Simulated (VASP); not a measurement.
Crystal: ZnSiP2.

```
Zn Si P
1.0
    -2.70891    2.70891    5.26882
     2.70891   -2.70891    5.26882
     2.70891    2.70891   -5.26882
Zn Si P
2 2 4
Direct
  0.00000 0.00000 0.00000
  0.75000 0.25000 0.50000
  0.50000 0.50000 0.00000
  0.25000 0.75000 0.50000
  0.37500 0.39225 0.51725
  0.87500 0.85775 0.48275
  0.60775 0.12500 0.98275
  0.14225 0.62500 0.01725
```

- Program: VASP 6.6.1
- Task: relaxation of cell and atoms
- Functional: PBE
- Dispersion: D3(BJ)
- Potentials or basis: VASP PAW PBE potentials, release 64 (Zn, Si, P)
- Cutoff: 500 eV
- k mesh: 8 × 8 × 8
- Occupations: gaussian, width 0.02 eV
- Spin: no spin polarisation

At the start: pressure -3.0 GPa; volume 19.33 Å³/atom.

Question: Where does the relaxation end?

Answer: Over 5 steps the energy falls by 6.6 meV/atom and the volume is 18.66 Å³/atom (-3.5 %); space group I-42d (No. 122, to 0.05 Å).

Step by step:
```tsv
step	energy change (eV)	largest force (eV/Å)	pressure (GPa)	volume (Å³)
1	0.0000	0.0289	-3.05	154.66
2	-0.0360	0.1092	1.86	146.56
3	-0.0521	0.0573	-0.01	149.36
4	-0.0525	0.0242	0.00	149.32
5	-0.0526	0.0037	0.01	149.29
```

Final structure:
```yaml
crystal:
  lattice:
    - [-2.67755, 2.67755, 5.20593]
    - [2.67755, -2.67755, 5.20593]
    - [2.67755, 2.67755, -5.20593]
  atoms:
    - { symbol: Zn, position: [0.00000, 0.00000, 0.00000] }
    - { symbol: Zn, position: [0.75000, 0.25000, 0.50000] }
    - { symbol: Si, position: [0.50000, 0.50000, 0.00000] }
    - { symbol: Si, position: [0.25000, 0.75000, 0.50000] }
    - { symbol: P, position: [0.37500, 0.39164, 0.51664] }
    - { symbol: P, position: [0.87500, 0.85836, 0.48336] }
    - { symbol: P, position: [0.60836, 0.12500, 0.98336] }
    - { symbol: P, position: [0.14164, 0.62500, 0.01664] }
```
